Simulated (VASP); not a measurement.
# BaTiO3 (P4/mmm) in VASP: notebook

BaTiO3 is run at these levels: r2SCAN; tasks: single point.

All numbers are computed with VASP 6.6.1; they aren't measurements. Logs are shortened: lines on timing, memory, paths and dates and some standing lists are left out, and cuts for length are marked.

### 1 The cell of the first run

The structure is tetragonal, space group P4/mmm (No. 123). Conventional cell: a = 3.660 Å, b = 3.660 Å, c = 4.757 Å, α = 90.00°, β = 90.00°, γ = 90.00°. Within 3.7 Å of Ba (site symmetry 4/mmm) lie 12 O at 2.59 to 3.00 Å and 8 Ti at 3.51 Å and 4 Ba at 3.66 Å. Within 2.4 Å of Ti (site symmetry 4/mmm) lie 6 O at 1.83 to 2.38 Å. O (site symmetry mmm) has 2 Ti at 1.83 Å within 2.4 Å. Within 3.1 Å of O (site symmetry 4/mmm) lie 2 Ti at 2.38 Å and 4 Ba at 2.59 Å and 8 O at 3.00 Å.

### 2 Single point, r2SCAN

Input file POSCAR:

```
BaTiO3
1.0
    3.6595788008      0.0000000000      0.0000000000
    0.0000000000      3.6595788008      0.0000000000
    0.0000000000      0.0000000000      4.7574524410
Ba Ti O
1 1 3
Direct
    0.5000000000      0.5000000000      0.5000000000
    0.0000000000      0.0000000000      0.0000000000
    0.5000000000      0.0000000000      0.0000000000
    0.0000000000      0.5000000000      0.0000000000
    0.0000000000      0.0000000000      0.5000000000
```

Input file INCAR.step1:

```
PREC = Accurate
ENCUT = 520
ISMEAR = 0
SIGMA = 0.05
LREAL = False
LASPH = True
NELM = 80
NBANDS = 28
GGA = PE
ALGO = Normal
EDIFF = 1E-4
LWAVE = True
LCHARG = False
```

Input file INCAR.step2:

```
PREC = Accurate
ENCUT = 520
EDIFF = 1E-6
ISMEAR = 0
SIGMA = 0.05
LREAL = False
LASPH = True
NELM = 80
ALGO = Normal
ISIF = 2
LWAVE = False
LCHARG = False
METAGGA = R2SCAN
LMIXTAU = True
NBANDS = 28
ISTART = 1
```

Input file KPOINTS:

```
regular mesh
0
Gamma
  8 8 8
```

Potentials or basis: VASP PAW PBE potentials, release 64 (Ba_sv, Ti_sv, O).

Run with:

```bash
cat potpaw_PBE.64/Ba_sv/POTCAR potpaw_PBE.64/Ti_sv/POTCAR potpaw_PBE.64/O/POTCAR > POTCAR
cp INCAR.step1 INCAR
mpirun -np 1 vasp_std > vasp.out
cp INCAR.step2 INCAR
mpirun -np 1 vasp_std > vasp.out
```

OUTCAR:

```text
PREC = Accurate
   ENCUT = 520
   EDIFF = 1E-6
   ISMEAR = 0
   LREAL = False
   LASPH = True
   NELM = 80
   ISIF = 2
   METAGGA = R2SCAN
   ISTART = 1

 ion  position               nearest neighbor table
   1  0.500  0.500  0.500-   5 2.59   5 2.59   5 2.59   5 2.59   4 3.00   3 3.00   4 3.00   3 3.00
                             4 3.00   3 3.00   4 3.00   3 3.00   2 3.51   2 3.51   2 3.51   2 3.51
   2  0.000  0.000  0.000-   3 1.83   4 1.83   4 1.83   3 1.83   5 2.38   5 2.38   1 3.51   1 3.51
                             1 3.51   1 3.51   1 3.51   1 3.51   1 3.51   1 3.51
   3  0.500  0.000  0.000-   2 1.83   2 1.83   1 3.00   1 3.00   1 3.00   1 3.00
   4  0.000  0.500  0.000-   2 1.83   2 1.83   1 3.00   1 3.00   1 3.00   1 3.00
   5  0.000  0.000  0.500-   2 2.38   2 2.38   1 2.59   1 2.59   1 2.59   1 2.59

  LATTYP: Found a simple tetragonal cell.
 ALAT       =     3.6595788008
 C/A-ratio  =     1.3000000000

  Lattice vectors:

 A1 = (   3.6595788008,   0.0000000000,   0.0000000000)
 A2 = (   0.0000000000,   3.6595788008,   0.0000000000)
 A3 = (   0.0000000000,   0.0000000000,   4.7574524410)

Analysis of symmetry for initial positions (statically):
=====================================================================
 Subroutine PRICEL returns:
 Original cell was already a primitive cell.

 Routine SETGRP: Setting up the symmetry group for a
 simple tetragonal supercell.

 Subroutine GETGRP returns: Found 16 space group operations
 (whereof 16 operations were pure point group operations)
 out of a pool of 16 trial point group operations.

The static configuration has the point symmetry D_4h.

Analysis of symmetry for dynamics (positions and initial velocities):
=====================================================================
 Subroutine PRICEL returns:
 Original cell was already a primitive cell.

 Routine SETGRP: Setting up the symmetry group for a
 simple tetragonal supercell.

 Subroutine GETGRP returns: Found 16 space group operations
 (whereof 16 operations were pure point group operations)
 out of a pool of 16 trial point group operations.

The dynamic configuration has the point symmetry D_4h.

 Subroutine INISYM returns: Found 16 space group operations
 (whereof 16 operations are pure point group operations),
 and found     1 'primitive' translations

----------------------------------------------------------------------------------------

                                     Primitive cell

  volume of cell :      63.7143

  direct lattice vectors                    reciprocal lattice vectors
     3.659578801  0.000000000  0.000000000     0.273255490  0.000000000  0.000000000
     0.000000000  3.659578801  0.000000000     0.000000000  0.273255490  0.000000000
     0.000000000  0.000000000  4.757452441     0.000000000  0.000000000  0.210196531

  length of vectors
     3.659578801  3.659578801  4.757452441     0.273255490  0.273255490  0.210196531

  position of ions in fractional coordinates (direct lattice)
     0.500000000  0.500000000  0.500000000
     0.000000000  0.000000000  0.000000000
     0.500000000  0.000000000  0.000000000
     0.000000000  0.500000000  0.000000000
     0.000000000  0.000000000  0.500000000

  ion indices of the primitive-cell ions
   primitive index   ion index
                 1           1
                 2           2
                 3           3
                 4           4
                 5           5

----------------------------------------------------------------------------------------

 KPOINTS: regular mesh

Automatic generation of k-mesh.
 Grid dimensions read from file:
 generate k-points for:    8    8    8

 Generating k-lattice:

  Cartesian coordinates                     Fractional coordinates (reciprocal lattice)
     0.034156936  0.000000000  0.000000000     0.125000000  0.000000000  0.000000000
     0.000000000  0.034156936  0.000000000     0.000000000  0.125000000  0.000000000
     0.000000000  0.000000000  0.026274566     0.000000000  0.000000000  0.125000000

  Length of vectors
     0.034156936  0.034156936  0.026274566

  Shift w.r.t. Gamma in fractional coordinates (k-lattice)
     0.000000000  0.000000000  0.000000000

 Subroutine IBZKPT returns following result:
 ===========================================

 Found     75 irreducible k-points:

 Following reciprocal coordinates:
            Coordinates               Weight
  0.000000  0.000000  0.000000      1.000000
  0.125000  0.000000  0.000000      4.000000
  0.250000  0.000000  0.000000      4.000000
  0.375000  0.000000  0.000000      4.000000
  0.500000  0.000000  0.000000      2.000000
  0.125000  0.125000  0.000000      4.000000
[... 16 lines left out ...]
  0.375000  0.125000  0.125000     16.000000
  0.500000  0.125000  0.125000      8.000000
 [... further k-points ...]
   k-points           NKPTS =     75   k-points in BZ     NKDIM =     75   number of bands    NBANDS=     28
   number of dos      NEDOS =    301   number of ions     NIONS =      5
   total plane-waves  NPLWV =  28224
   dimension x,y,z NGX =    28 NGY =   28 NGZ =   36
   dimension x,y,z NGXF=    56 NGYF=   56 NGZF=   72
   ions per type =               1   1   3
   NGX,Y,Z   is equivalent  to a cutoff of  12.72, 12.72, 12.58 a.u.
   NGXF,Y,Z  is equivalent  to a cutoff of  25.44, 25.44, 25.16 a.u.
 SYSTEM =  unknown system
   PREC   = accura    normal or accurate (medium, high low for compatibility)
   ISTART =      1    job   : 0-new  1-cont  2-samecut
   ICHARG =      0    charge: 1-file 2-atom 10-const
   ISPIN  =      1    spin polarized calculation?
   LNONCOLLINEAR =      F non collinear calculations
   LSORBIT =      F    spin-orbit coupling
   LASPH  =      T    aspherical Exc in radial PAW
   ENCUT  =  520.0 eV  38.22 Ry    6.18 a.u.   6.80  6.80  8.85*2*pi/ulx,y,z
   NELM   =     80;   NELMIN=  2; NELMDL=  0     # of ELM steps
   EDIFF  = 0.1E-05   stopping-criterion for ELM
   LREAL  =      F    real-space projection
[... 7 lines left out ...]
   TEBEG  =    0.0;   TEEND  =   0.0 temperature during run
   PSTRESS=    0.0 pullay stress
   NELECT =      40.0000    total number of electrons
   NUPDOWN=      -1.0000    fix difference up-down
   EMIN   =  10.00;   EMAX   =-10.00  energy-range for DOS
   EFERMI =   0.00;   METHOD = LEGACY
   ISMEAR =     0;   SIGMA  =   0.05  broadening in eV -4-tet -1-fermi 0-gaus
   EFERMI_NEDOS =   21; number of points for ismear=-14 and -15
   IALGO  =     38    algorithm
   IMIX   =      4    mixing-type and parameters
     AMIX     =   0.40;   BMIX     =  1.00
     AMIX_MAG =   1.60;   BMIX_MAG =  1.00
  volume/ion in A,a.u.               =      12.74        85.99
  Fermi-wavevector in a.u.,A,eV,Ry     =   1.401789  2.648997 26.735612  1.965012
  Thomas-Fermi vector in A             =   2.524615
   LORBIT       =      0    0 simple, 1 ext, 2 COOP (PROOUT), +10 PAW based schemes
   METAGGA = R2SCAN    functional components
   LHFCALC =     F    Hartree Fock is set to
   AEXX    =    0.0000 exact exchange contribution
   IVDW    =     0    specifies the selected vdW correction
   LEPSILON=     F    determine dielectric tensor
   LRPA    =     F    only Hartree local field effects (RPA)
 non-spin polarized calculation
 Gauss-broadening in eV      SIGMA  =   0.05
  energy-cutoff  :      520.00
  volume of cell :       63.71
 maximum number of plane-waves:      1760
 NGX is ok and might be reduce to    28
   NGX = 13   NGY = 13   NGZ = 17

 number of electron      39.9999993 magnetization

 Free energy of the ion-electron system (eV)
  ---------------------------------------------------
  ext. energy  EPLUGINS =         0.00000000
  ---------------------------------------------------
  free energy    TOTEN  =       -72.45538388 eV

  energy without entropy =      -72.45538388  energy(sigma->0) =      -72.45538388

 E-fermi :   4.5996     XC(G=0): -11.8996

 val. band max:        4.1813572440   @ k =   0.5000   0.5000   0.5000
 cond. band min:       5.7855860160   @ k =   0.0000   0.0000   0.0000
 fundamental gap:      1.6042287720
 Fermi energy:         4.5996001950

 k-point     1 :       0.0000    0.0000    0.0000
  band No.  band energies     occupation
      1     -54.9998      2.00000
      2     -30.2633      2.00000
      3     -30.2633      2.00000
      4     -30.2104      2.00000
      5     -21.9023      2.00000
      6     -15.0229      2.00000
[... 20 lines left out ...]
     27      10.6093      0.00000
     28      12.4172      0.00000

 k-point     2 :       0.1250    0.0000    0.0000
  band No.  band energies     occupation
      1     -54.9992      2.00000
      2     -30.2895      2.00000
      3     -30.2624      2.00000
      4     -30.2094      2.00000
      5     -21.8648      2.00000
      6     -14.9361      2.00000
[... 20 lines left out ...]
     27      10.9454      0.00000
     28      12.8624      0.00000

 k-point     3 :       0.2500    0.0000    0.0000
  band No.  band energies     occupation
      1     -54.9976      2.00000
      2     -30.3518      2.00000
      3     -30.2600      2.00000
      4     -30.2069      2.00000
      5     -21.7717      2.00000
      6     -14.8087      2.00000
[... 20 lines left out ...]
     27      11.7112      0.00000
     28      12.6870      0.00000

 k-point     4 :       0.3750    0.0000    0.0000
  band No.  band energies     occupation
      1     -54.9960      2.00000
      2     -30.4131      2.00000
      3     -30.2577      2.00000
      4     -30.2044      2.00000
      5     -21.6745      2.00000
      6     -14.7792      2.00000
[... 20 lines left out ...]
     27      12.3996      0.00000
     28      12.6339      0.00000

 k-point     5 :       0.5000    0.0000    0.0000
  band No.  band energies     occupation
      1     -54.9954      2.00000
      2     -30.4381      2.00000
      3     -30.2567      2.00000
      4     -30.2033      2.00000
      5     -21.6329      2.00000
      6     -14.7868      2.00000
[... 20 lines left out ...]
     27      12.6101      0.00000
     28      12.6538      0.00000

 k-point     6 :       0.1250    0.1250    0.0000
  band No.  band energies     occupation
      1     -54.9985      2.00000
      2     -30.2889      2.00000
      3     -30.2880      2.00000
      4     -30.2084      2.00000
      5     -21.8290      2.00000
      6     -14.8294      2.00000
[... 463 lines left out ...]
      5     -21.8241      2.00000
      6     -14.8522      2.00000
[... 20 lines left out ...]
     27      11.3360      0.00000
     28      12.6486      0.00000

 k-point    22 :       0.2500    0.1250    0.1250
  band No.  band energies     occupation
      1     -54.9969      2.00000
      2     -30.3506      2.00000
      3     -30.2860      2.00000
      4     -30.2067      2.00000
      5     -21.7366      2.00000
      6     -14.6714      2.00000
[... 20 lines left out ...]
     27      11.9075      0.00000
     28      12.5303      0.00000

 k-point    23 :       0.3750    0.1250    0.1250
  band No.  band energies     occupation
      1     -54.9953      2.00000
      2     -30.4117      2.00000
      3     -30.2835      2.00000
      4     -30.2042      2.00000
      5     -21.6456      2.00000
      6     -14.6098      2.00000
[... 20 lines left out ...]
     27      12.3547      0.00000
     28      12.5222      0.00000

 k-point    24 :       0.5000    0.1250    0.1250
  band No.  band energies     occupation
      1     -54.9947      2.00000
      2     -30.4367      2.00000
      3     -30.2825      2.00000
      4     -30.2031      2.00000
      5     -21.6068      2.00000
      6     -14.6078      2.00000
[... 20 lines left out ...]
     27      12.4954      0.00000
     28      12.5008      0.00000

 [... further k-points ...]

------------------------ aborting loop because EDIFF is reached ----------------------------------------

  FORCE on cell =-STRESS in cart. coord.  units (eV):
  Direction    XX          YY          ZZ          XY          YZ          ZX
  --------------------------------------------------------------------------------------
  -------------------------------------------------------------------------------------
  Total       14.7118085     14.7118085     -6.0217162      0.0000000     -0.0000000      0.0000000
  in kB      369.9474025    369.9474025   -151.4238219      0.0000000     -0.0000000      0.0000000
  external PRESSURE =     196.1569944 kB  Pullay stress =       0.0000000 kB

 VOLUME and BASIS-vectors are now :
 -----------------------------------------------------------------------------
  energy-cutoff  :      520.00
  volume of cell :       63.71
      direct lattice vectors                 reciprocal lattice vectors
     3.659578801  0.000000000  0.000000000     0.273255490  0.000000000  0.000000000
     0.000000000  3.659578801  0.000000000     0.000000000  0.273255490  0.000000000
     0.000000000  0.000000000  4.757452441     0.000000000  0.000000000  0.210196531

 POSITION                                       TOTAL-FORCE (eV/Angst)
 -----------------------------------------------------------------------------------
      1.82979      1.82979      2.37873         0.000000      0.000000      0.000000
      0.00000      0.00000      0.00000         0.000000      0.000000      0.000000
      1.82979      0.00000      0.00000         0.000000      0.000000      0.000000
      0.00000      1.82979      0.00000         0.000000      0.000000      0.000000
      0.00000      0.00000      2.37873         0.000000      0.000000      0.000000
 -----------------------------------------------------------------------------------
    total drift:                               -0.000000      0.000000     -0.000000

  FREE ENERGIE OF THE ION-ELECTRON SYSTEM (eV)
  ---------------------------------------------------
  free  energy   TOTEN  =       -72.4553838813 eV

  energy  without entropy=      -72.4553838813  energy(sigma->0) =      -72.45538388
```

Wall time 3.2 min (1 thread of Intel Xeon 6975P-C (Granite Rapids), shared host); peak memory 0.27 GiB.

Results:

- Free energy: -72.4554 eV
- Pressure: 19.6 GPa
- Band gap on the k mesh: 1.60 eV (least direct gap 2.02 eV)

Stress tensor (GPa, compression positive):
```
 36.99   0.00   0.00
  0.00  36.99   0.00
  0.00   0.00 -15.14
```

Caveat: the cell stands under pressure; the PAW data sets were made with another functional, which shifts forces and pressure a little; spin-orbit coupling is left out, which moves the levels of the heavy elements.

[end of part 1 of 2]
